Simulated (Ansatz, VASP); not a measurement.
One calculation of Cu, two programs

The input INCAR:

```
PREC = Accurate ; ENCUT = 520
EDIFF = 1E-6 ; ISMEAR = 0
SIGMA = 0.15 ; LREAL = False
LASPH = True ; NELM = 60
ALGO = Normal ; ISIF = 2
LWAVE = False ; LCHARG = False
GGA = CA ; NBANDS = 12
```

File KPOINTS:

```
regular mesh
0
Gamma
  22 22 22
```

POSCAR

```
Cu
1.0
    0.0000000000      1.7532750000      1.8346125000
    1.7532750000      0.0000000000      1.8346125000
    1.7532750000      1.7532750000      0.0000000000
Cu
1
Direct
    0.0000000000      0.0000000000      0.0000000000
```

Input for Ansatz:

```yaml
crystal:
  lattice:
    - [0.0, 1.753275, 1.8346125]
    - [1.753275, 0.0, 1.8346125]
    - [1.753275, 1.753275, 0.0]
  atoms:
    - { symbol: Cu, position: [0.0, 0.0, 0.0] }
basis:
  ecutwfc: 420
kpoints:
  mp_grid: { grid: [22, 22, 22] }
hamiltonian:
  xc: lda
scf:
  occupations: { method: gaussian, width: 0.15 }
output:
  forces: true
  stress: true
  eigenvalues: true
```

Change from the starting cell: strain -0.030 along x and y, +0.015 along z, atoms carried along.

Alike in both runs: task single point; functional LDA; k mesh 22 × 22 × 22; occupations gaussian, width 0.15 eV; no spin polarisation.

|  | VASP | Ansatz |
| --- | --- | --- |
| version | VASP 6.6.1 | Ansatz 0.2.0 |
| potentials or method | VASP PAW LDA potentials, release 64 (Cu), cutoff 520 eV | scalar-relativistic, plane waves, PAW |
| valence electrons in the cell | 11 | 19 |

Ansatz gave:

```
gap on the k mesh at the Fermi level (eV)                     : none
pressure (GPa)                                                : -6.0
traceless stress, the component that is largest in VASP (GPa) : -2.19
```

Question: Which values does VASP return?

Answer: gap on the k mesh at the Fermi level (eV): none; pressure (GPa): -5.2; traceless stress, the component that is largest in VASP (GPa): -2.19.

LDA's correlation is that of Perdew and Zunger in VASP and of Perdew and Wang (1992) in Ansatz. A gap of «none» marks a metal or a gap that the smearing closes. VASP's potentials hold 11 valence electrons a cell and Ansatz's 19, so a difference there can come from the potentials and not from the codes.
